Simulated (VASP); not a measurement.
# NaH (Fm-3m) in VASP: single point with PBE-based screened hybrid with 30 % exact exchange

Aim: the single point of NaH with PBE-based screened hybrid with 30 % exact exchange.

Program: VASP 6.6.1. These are calculated values, not measurements. Logs are shortened: lines on timing, memory, paths and dates and some standing lists are left out, and cuts for length are marked.

## Step 1: The cell of the first run

It takes space group Fm-3m (No. 225, cubic). Conventional cell: a = 4.880 Å, b = 4.880 Å, c = 4.880 Å, α = 90.00°, β = 90.00°, γ = 90.00°. Na (site symmetry m-3m) has 6 H at 2.44 Å within 3.2 Å. Within 3.2 Å of H (site symmetry m-3m) lie 6 Na at 2.44 Å.

## Step 2: Single point, PBE-based screened hybrid with 30 % exact exchange

POSCAR reads:

```
NaH
1.0
    0.0000000000      2.4400000000      2.4400000000
    2.4400000000      0.0000000000      2.4400000000
    2.4400000000      2.4400000000      0.0000000000
Na H
1 1
Direct
    0.0000000000      0.0000000000      0.0000000000
    0.5000000000      0.5000000000      0.5000000000
```

INCAR.step1 reads:

```
SYSTEM = NaH
PREC = Accurate
ENCUT = 520
EDIFF = 1E-5
ISMEAR = -1
SIGMA = 0.05
LREAL = .FALSE.
LASPH = .TRUE.
NELM = 80
ALGO = Normal
ISIF = 2
LWAVE = .TRUE.
GGA = PE
NBANDS = 11
```

INCAR.step2 reads:

```
SYSTEM = NaH
PREC = Accurate
ENCUT = 520
EDIFF = 1E-7
ISMEAR = -1
SIGMA = 0.05
LREAL = .FALSE.
LASPH = .TRUE.
NELM = 80
ALGO = Normal
ISIF = 2
LWAVE = .FALSE.
LCHARG = .TRUE.
GGA = PE
LHFCALC = .TRUE.
AEXX = 0.3
HFSCREEN = 0.2
PRECFOCK = Normal
LELF = .TRUE.
LVHAR = .TRUE.
ISTART = 1
NBANDS = 11
```

KPOINTS reads:

```
regular mesh
0
G
  5 5 5
  0 0 0
```

Potentials or basis: VASP PAW PBE potentials, release 64 (Na_pv, H).

The run is started by

```
> cat potpaw_PBE.64/Na_pv/POTCAR potpaw_PBE.64/H/POTCAR > POTCAR
> cp INCAR.step1 INCAR
> mpirun -np 1 vasp_std > vasp.out
> cp INCAR.step2 INCAR
> mpirun -np 1 vasp_std > vasp.out
```

OUTCAR:

```text
SYSTEM = NaH
   PREC = Accurate
   ENCUT = 520
   EDIFF = 1E-7
   ISMEAR = -1
   LREAL = .FALSE.
   LASPH = .TRUE.
   NELM = 80
   ISIF = 2
   GGA = PE
   LHFCALC = .TRUE.
   AEXX = 0.3
   HFSCREEN = 0.2
   PRECFOCK = Normal
   ISTART = 1

 ion  position               nearest neighbor table
   1  0.000  0.000  0.000-
   2  0.500  0.500  0.500-

  LATTYP: Found a face centered cubic cell.
 ALAT       =     4.8800000000

  Lattice vectors:

 A1 = (   0.0000000000,   2.4400000000,   2.4400000000)
 A2 = (   2.4400000000,   0.0000000000,   2.4400000000)
 A3 = (   2.4400000000,   2.4400000000,   0.0000000000)

Analysis of symmetry for initial positions (statically):
=====================================================================
 Subroutine PRICEL returns:
 Original cell was already a primitive cell.

 Routine SETGRP: Setting up the symmetry group for a
 face centered cubic supercell.

 Subroutine GETGRP returns: Found 48 space group operations
 (whereof 48 operations were pure point group operations)
 out of a pool of 48 trial point group operations.

The static configuration has the point symmetry O_h .

Analysis of symmetry for dynamics (positions and initial velocities):
=====================================================================
 Subroutine PRICEL returns:
 Original cell was already a primitive cell.

 Routine SETGRP: Setting up the symmetry group for a
 face centered cubic supercell.

 Subroutine GETGRP returns: Found 48 space group operations
 (whereof 48 operations were pure point group operations)
 out of a pool of 48 trial point group operations.

The dynamic configuration has the point symmetry O_h .

 Subroutine INISYM returns: Found 48 space group operations
 (whereof 48 operations are pure point group operations),
 and found     1 'primitive' translations

----------------------------------------------------------------------------------------

                                     Primitive cell

  volume of cell :      29.0536

  direct lattice vectors                    reciprocal lattice vectors
     0.000000000  2.440000000  2.440000000    -0.204918033  0.204918033  0.204918033
     2.440000000  0.000000000  2.440000000     0.204918033 -0.204918033  0.204918033
     2.440000000  2.440000000  0.000000000     0.204918033  0.204918033 -0.204918033

  length of vectors
     3.450681092  3.450681092  3.450681092     0.354928444  0.354928444  0.354928444

  position of ions in fractional coordinates (direct lattice)
     0.000000000  0.000000000  0.000000000
     0.500000000  0.500000000  0.500000000

  ion indices of the primitive-cell ions
   primitive index   ion index
                 1           1
                 2           2

----------------------------------------------------------------------------------------

 KPOINTS: regular mesh

Automatic generation of k-mesh.
 Grid dimensions read from file:
 generate k-points for:    5    5    5

 Generating k-lattice:

  Cartesian coordinates                     Fractional coordinates (reciprocal lattice)
    -0.040983607  0.040983607  0.040983607     0.200000000  0.000000000  0.000000000
     0.040983607 -0.040983607  0.040983607     0.000000000  0.200000000  0.000000000
     0.040983607  0.040983607 -0.040983607     0.000000000  0.000000000  0.200000000

  Length of vectors
     0.070985689  0.070985689  0.070985689

  Shift w.r.t. Gamma in fractional coordinates (k-lattice)
     0.000000000  0.000000000  0.000000000

 Subroutine IBZKPT returns following result:
 ===========================================

 Found     10 irreducible k-points:

 Following reciprocal coordinates:
            Coordinates               Weight
  0.000000  0.000000  0.000000      1.000000
  0.200000  0.000000  0.000000      8.000000
  0.400000  0.000000  0.000000      8.000000
  0.200000  0.200000  0.000000      6.000000
  0.400000  0.200000  0.000000     24.000000
 -0.400000  0.200000  0.000000     24.000000
 -0.200000  0.200000  0.000000     12.000000
  0.400000  0.400000  0.000000      6.000000
 -0.400000  0.400000  0.000000     12.000000
 -0.400000  0.400000  0.200000     24.000000
   k-points           NKPTS =     10   k-points in BZ     NKDIM =    125   number of bands    NBANDS=     11
   number of dos      NEDOS =    301   number of ions     NIONS =      2
   total plane-waves  NPLWV =  21952
   dimension x,y,z NGX =    28 NGY =   28 NGZ =   28
   dimension x,y,z NGXF=    56 NGYF=   56 NGZF=   56
   ions per type =               1   1
   NGX,Y,Z   is equivalent  to a cutoff of  13.49, 13.49, 13.49 a.u.
   NGXF,Y,Z  is equivalent  to a cutoff of  26.98, 26.98, 26.98 a.u.
 SYSTEM =  NaH
   PREC   = accura    normal or accurate (medium, high low for compatibility)
   ISTART =      1    job   : 0-new  1-cont  2-samecut
   ICHARG =      0    charge: 1-file 2-atom 10-const
   ISPIN  =      1    spin polarized calculation?
   LNONCOLLINEAR =      F non collinear calculations
   LSORBIT =      F    spin-orbit coupling
   LASPH  =      T    aspherical Exc in radial PAW
   ENCUT  =  520.0 eV  38.22 Ry    6.18 a.u.   6.42  6.42  6.42*2*pi/ulx,y,z
   NELM   =     80;   NELMIN=  2; NELMDL=  0     # of ELM steps
   EDIFF  = 0.1E-06   stopping-criterion for ELM
   LREAL  =      F    real-space projection
   EDIFFG = 0.1E-05   stopping-criterion for IOM
   NSW    =      0    number of steps for IOM
   IBRION =     -1    ionic relax: 0-MD 1-quasi-New 2-CG
   NFREE  =      0    steps in history (QN), initial steepest desc. (CG)
   ISIF   =      2    stress and relaxation
   ISYM   =      3    0-nonsym 1-usesym 2-fastsym
   POTIM  = 0.5000    time-step for ionic-motion
   TEBEG  =    0.0;   TEEND  =   0.0 temperature during run
   PSTRESS=    0.0 pullay stress
   NELECT =       8.0000    total number of electrons
   NUPDOWN=      -1.0000    fix difference up-down
   EMIN   =  10.00;   EMAX   =-10.00  energy-range for DOS
   EFERMI =   0.00;   METHOD = LEGACY
   ISMEAR =    -1;   SIGMA  =   0.05  broadening in eV -4-tet -1-fermi 0-gaus
   EFERMI_NEDOS =   21; number of points for ismear=-14 and -15
   IALGO  =     38    algorithm
   IMIX   =      1    mixing-type and parameters
     AMIX     =   0.40;   BMIX     =  1.00
     AMIX_MAG =   1.60;   BMIX_MAG =  1.00
  volume/ion in A,a.u.               =      14.53        98.03
  Fermi-wavevector in a.u.,A,eV,Ry     =   1.065054  2.012660 15.433636  1.134340
  Thomas-Fermi vector in A             =   2.200593
   LORBIT       =      0    0 simple, 1 ext, 2 COOP (PROOUT), +10 PAW based schemes
   GGA     = PE    functional components
   LHFCALC =     T    Hartree Fock is set to
   PRECFOCK=normal    Normal, Fast or Accurate (Low or Medium for compatibility)
   ENCUT4O =  -1.0   cutoff for four orbital integrals eV
   NKREDX  =     1    reduce k-point grid by
   NKREDY  =     1    reduce k-point grid by
   NKREDZ  =     1    reduce k-point grid by
   AEXX    =    0.3000 exact exchange contribution
   HFSCREEN=    0.2000 screening length (either q_TF or 0.3 A-1)
   HFSCREENC=   0.2000 screening length for correlation (either q_TF or 0.3 A-1)
   ENCUTFOCK=  -1.0 apply spherical cutoff to Coloumb kernel
   IVDW    =     0    specifies the selected vdW correction
   LEPSILON=     F    determine dielectric tensor
   LRPA    =     F    only Hartree local field effects (RPA)
 non-spin polarized calculation
  energy-cutoff  :      520.00
  volume of cell :       29.05
 maximum number of plane-waves:       797
 NGX is ok and might be reduce to    28
  NGX = 20; NGY = 20; NGZ = 20

 number of electron       8.0000008 magnetization

 Free energy of the ion-electron system (eV)
  ---------------------------------------------------
  ext. energy  EPLUGINS =         0.00000000
  ---------------------------------------------------
  free energy    TOTEN  =        -5.91112782 eV

  energy without entropy =       -5.91112782  energy(sigma->0) =       -5.91112782

 E-fermi :  -0.9769     XC(G=0):  -6.1786

 val. band max:       -2.2071236293   @ k =  -0.4000   0.4000   0.0000
 cond. band min:       3.6362502849   @ k =   0.4000   0.0000   0.0000
 fundamental gap:      5.8433739142
 Fermi energy:        -0.9768638776

 k-point     1 :       0.0000    0.0000    0.0000
  band No.  band energies     occupation
      1     -27.0223      2.00000
      2     -27.0223      2.00000
      3     -27.0223      2.00000
      4      -6.0299      2.00000
      5       9.9277      0.00000
      6      14.9550      0.00000
      7      14.9550      0.00000
      8      14.9550      0.00000
      9      15.9224      0.00000
     10      15.9224      0.00000
     11      15.9224      0.00000

 k-point     2 :       0.2000    0.0000    0.0000
  band No.  band energies     occupation
      1     -27.0499      2.00000
      2     -27.0254      2.00000
      3     -27.0254      2.00000
      4      -5.2837      2.00000
      5       7.5583      0.00000
      6      11.3078      0.00000
      7      13.6699      0.00000
      8      13.6699      0.00000
      9      17.0978      0.00000
     10      17.0978      0.00000
     11      17.6536      0.00000

 k-point     3 :       0.4000    0.0000    0.0000
  band No.  band energies     occupation
      1     -27.0938      2.00000
      2     -27.0305      2.00000
      3     -27.0305      2.00000
      4      -3.5196      2.00000
      5       3.6363      0.00000
      6      10.2420      0.00000
      7      12.8860      0.00000
      8      12.8860      0.00000
      9      15.9110      0.00000
     10      15.9110      0.00000
     11      18.2994      0.00000
[... 71 lines left out ...]
 k-point     9 :      -0.4000    0.4000    0.0000
  band No.  band energies     occupation
      1     -27.0822      2.00000
      2     -27.0604      2.00000
      3     -27.0444      2.00000
      4      -2.2071      2.00000
      5       4.1939      0.00000
      6       6.1825      0.00000
      7      10.3620      0.00000
      8      10.8478      0.00000
      9      14.9742      0.00000
     10      21.9582      0.00000
     11      22.9323      0.00000

 k-point    10 :      -0.4000    0.4000    0.2000
  band No.  band energies     occupation
      1     -27.0783      2.00000
      2     -27.0595      2.00000
      3     -27.0442      2.00000
      4      -2.4613      2.00000
      5       4.6393      0.00000
      6       6.0681      0.00000
      7       8.7172      0.00000
      8      15.2460      0.00000
      9      15.6028      0.00000
     10      17.4004      0.00000
     11      21.3069      0.00000

------------------------ aborting loop because EDIFF is reached ----------------------------------------

  FORCE on cell =-STRESS in cart. coord.  units (eV):
  Direction    XX          YY          ZZ          XY          YZ          ZX
  --------------------------------------------------------------------------------------
  -------------------------------------------------------------------------------------
  Total       -0.1950981     -0.1950981     -0.1950981     -0.0000000      0.0000000      0.0000000
  in kB      -10.7588073    -10.7588073    -10.7588073     -0.0000000      0.0000000      0.0000000
  external PRESSURE =     -10.7588073 kB  Pullay stress =       0.0000000 kB

 VOLUME and BASIS-vectors are now :
 -----------------------------------------------------------------------------
  energy-cutoff  :      520.00
  volume of cell :       29.05
      direct lattice vectors                 reciprocal lattice vectors
     0.000000000  2.440000000  2.440000000    -0.204918033  0.204918033  0.204918033
     2.440000000  0.000000000  2.440000000     0.204918033 -0.204918033  0.204918033
     2.440000000  2.440000000  0.000000000     0.204918033  0.204918033 -0.204918033

 POSITION                                       TOTAL-FORCE (eV/Angst)
 -----------------------------------------------------------------------------------
      0.00000      0.00000      0.00000         0.000000     -0.000000     -0.000000
      2.44000      2.44000      2.44000        -0.000000      0.000000      0.000000
 -----------------------------------------------------------------------------------
    total drift:                                0.000003     -0.000001     -0.000000

  FREE ENERGIE OF THE ION-ELECTRON SYSTEM (eV)
  ---------------------------------------------------
  free  energy   TOTEN  =        -5.9111278189 eV

  energy  without entropy=       -5.9111278188  energy(sigma->0) =       -5.91112782
```

It took 5.4 min on 1 thread of Intel Xeon 8259CL, shared host; peak memory 0.25 GiB.

Results:

```
Free energy            : -5.9111 eV
Pressure               : -1.1 GPa
Band gap on the k mesh : 5.84 eV (least direct gap 6.39 eV)
```

Caveat: the k points lie up to 0.45 Å⁻¹ apart; the PAW data sets were made with another functional, which shifts forces and pressure a little; an odd mesh through Γ misses points on the zone boundary, where band edges can lie.
